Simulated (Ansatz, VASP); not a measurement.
SbRh3: VASP beside Ansatz

INCAR

```
PREC = Accurate
ENCUT = 520
EDIFF = 1E-7
ISMEAR = -1
SIGMA = 0.2
LREAL = F
LASPH = T
NELM = 60
ALGO = Normal
ISIF = 2
LWAVE = F
LCHARG = T
GGA = CA
LELF = T
LVHAR = T
NBANDS = 33
```

KPOINTS

```
Automatic mesh
0
Gamma
  6 6 6
```

POSCAR

```
SbRh3
1.0
    3.8757494337      0.0000000000      0.0000000000
    0.0000000000      3.8757494337      0.0000000000
    0.0000000000      0.0000000000      3.8757494337
Sb Rh
1 3
Direct
    0.0000000000      0.0000000000      0.0000000000
    0.5000000000      0.5000000000      0.0000000000
    0.5000000000      0.0000000000      0.5000000000
    0.0000000000      0.5000000000      0.5000000000
```

Input for Ansatz:

```yaml
crystal:
  lattice:
    - [3.875749433701214, 0.0, 0.0]
    - [0.0, 3.875749433701214, 0.0]
    - [0.0, 0.0, 3.875749433701214]
  atoms:
    - { symbol: Sb, position: [0.0, 0.0, 0.0] }
    - { symbol: Rh, position: [0.5, 0.5, 0.0] }
    - { symbol: Rh, position: [0.5, 0.0, 0.5] }
    - { symbol: Rh, position: [0.0, 0.5, 0.5] }
basis:
  ecutwfc: 530.0
  ecutrho_ratio: 6
kpoints:
  mp_grid:
    grid: [6, 6, 6]
hamiltonian:
  xc: lda
scf:
  n_extra_bands: 12
  occupations:
    method: fermi_dirac
    width: 0.2
output:
  stress: true
```

Alike in both runs: task single point; functional LDA; k mesh 6 × 6 × 6; occupations fermi-dirac, width 0.2 eV; no spin polarisation.

```csv
,VASP,Ansatz
version,VASP 6.6.1,Ansatz 0.2.0
potentials or method,"VASP PAW LDA potentials, release 64 (Sb, Rh_pv), cutoff 520 eV","plane waves, PAW"
valence electrons in the cell,50,66
```

Ansatz gave:

| Quantity | Value |
| --- | --- |
| pressure (GPa) | 1.3 |

Question: Which values does VASP return?

Answer: Pressure (GPa): 1.9.

LDA's correlation is that of Perdew and Zunger in VASP and of Perdew and Wang (1992) in Ansatz. VASP's potentials hold 50 valence electrons a cell and Ansatz's 66, so a difference there can come from the potentials and not from the codes.

Neither program's run includes spin-orbit coupling.
